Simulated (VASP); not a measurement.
A run of VASP 6.6.1 is set up as follows.

File INCAR:

```
SYSTEM = MoSe2
  PREC = Accurate
  ENCUT = 500
  EDIFF = 1E-6
  ISMEAR = 0
  SIGMA = 0.05
  LREAL = .False.
  LASPH = .True.
  NELM = 200
  ALGO = Normal
  ISIF = 2
  LWAVE = .False.
  LCHARG = .True.
  LNONCOLLINEAR = .True.
  MAGMOM = 0 0 2 0 0 2 0 0 0 0 0 0 0 0 0 0 0 0
  LORBIT = 11
  LSORBIT = .True.
  GGA_COMPAT = .False.
  LORBMOM = .True.
  LMAXMIX = 4
  GGA = PE
  LVHAR = .True.
  NBANDS = 68
  KPAR = 4
```

File KPOINTS:

```
Automatic mesh
0
Gamma
  8 8 2
  0 0 0
```

The input POSCAR:

```
MoSe2
1.0
    3.3147566404      0.0000000000      0.0000000000
   -1.6573783202      2.8706634579      0.0000000000
    0.0000000000      0.0000000000     16.9611278432
Mo Se
2 4
Direct
    0.3333333333      0.6666666667      0.2500000000
    0.6666666667      0.3333333333      0.7500000000
    0.3333333333      0.6666666667      0.6515408902
    0.6666666667      0.3333333333      0.1515408902
    0.3333333333      0.6666666667      0.8484591098
    0.6666666667      0.3333333333      0.3484591098
```

Potentials or basis: VASP PAW PBE potentials, release 64 (Mo_sv, Se).

The run is started by

```bash
$ cat potpaw_PBE.64/Mo_sv/POTCAR potpaw_PBE.64/Se/POTCAR > POTCAR
$ mpirun -np 4 vasp_ncl > vasp.out
```

Q: Estimate the largest force.

A: 0.056 eV/Å.

Q: What does it give for the pressure?

A: 0.4 GPa.

Q: What does it give for the net moment?

A: 0.00 μB per cell.

Moments on the atoms (μB; x, y, z):
```
Mo  0.00 0.00 0.00
Mo  0.00 0.00 0.00
Se  0.00 0.00 0.00
Se  0.00 0.00 0.00
Se  0.00 0.00 0.00
Se  0.00 0.00 0.00
```

Caveat: this functional lacks dispersion, which binds the layers, so the pressure and a relaxed spacing across them are unreliable.
